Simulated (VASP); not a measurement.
The system is Ir.

```xyz
1
Lattice="0.0000 1.9156 1.9156 1.9156 0.0000 1.9156 1.9156 1.9156 0.0000" Properties=species:S:1:pos:R:3 pbc="T T T"
Ir    0.0000    0.0000    0.0000
```

- Program: VASP 6.6.1
- Task: relaxation of cell and atoms
- Functional: PBE
- Potentials or basis: VASP PAW PBE potentials, release 64 (Ir)
- Cutoff: 600 eV
- k mesh: 8 × 8 × 8
- Occupations: gaussian, width 0.1 eV
- Spin: no spin polarisation

At the start: pressure 13.8 GPa; volume 14.06 Å³/atom.

Q: Where does the relaxation end?

A: Over 4 steps the energy falls by 21.4 meV/atom and the volume is 14.58 Å³/atom (+3.7 %); space group Fm-3m (No. 225, to 0.05 Å).

Step by step:
```tsv
step	energy change (eV)	largest force (eV/Å)	pressure (GPa)	volume (Å³)
1	0.0000	0.0000	13.75	14.06
2	0.2227	0.0000	-32.65	16.66
3	-0.0213	0.0000	-0.74	14.61
4	-0.0214	0.0000	-0.09	14.58
```

Final structure:
```
Ir
1.0
     0.00000    1.93898    1.93898
     1.93898    0.00000    1.93898
     1.93898    1.93898    0.00000
Ir
1
Direct
  0.00000 0.00000 0.00000
```
